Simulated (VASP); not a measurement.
# Mn: single point with PBE

The system is Mn.

```
CELL_PARAMETERS angstrom
2.28742 0.00000 0.00000
0.00000 2.28742 0.00000
0.00000 0.00000 2.28742
ATOMIC_POSITIONS crystal
Mn 0.00000 0.00000 0.00000
```

```yaml
Program: VASP 6.6.1
Task: single point
Functional: PBE
Potentials_or_basis: VASP PAW PBE potentials, release 64 (Mn_pv)
Cutoff: 500 eV
k_mesh: 7 × 7 × 7
Occupations: fermi-dirac, width 0.1 eV
Spin: collinear spin, ferromagnetic start
Starting_moments: "[0.429] μB"
Dipole_correction: no
Further_INCAR_settings: ALGO = Normal; EDIFF = 1e-06; NBANDS = 16
```

```
Pressure                                              : -0.5 GPa
Net moment                                            : 0.20 μB per cell
Site moments                                          : Mn +0.20 μB
Valence electrons inside the program's atomic spheres : Mn 11.99
```

Levels at points of the mesh, in eV from the Fermi level:
Spin up:
```tsv
k point	band 3	band 4	band 5	band 6	band 7	band 8	band 9	band 10
(0.00, 0.00, 0.00)	-47.84	-7.96	-3.70	-3.70	1.51	1.51	1.51	20.29
```
Spin down:
```csv
k point,band 2,band 3,band 4,band 5,band 6,band 7,band 8,band 9,band 10,band 11
"(0.00, 0.00, 0.00)",-47.62,-47.62,-7.94,-3.58,-3.58,1.77,1.77,1.77,20.34,20.34
```

Wall time 7.5 s on 1 thread of Intel(R) Xeon(R) Platinum 8259CL CPU @ 2.50GHz (Skylake/Cascade Lake), on a shared host, peak memory 0.12 GiB.

Caveat: the k points lie up to 0.39 Å⁻¹ apart.
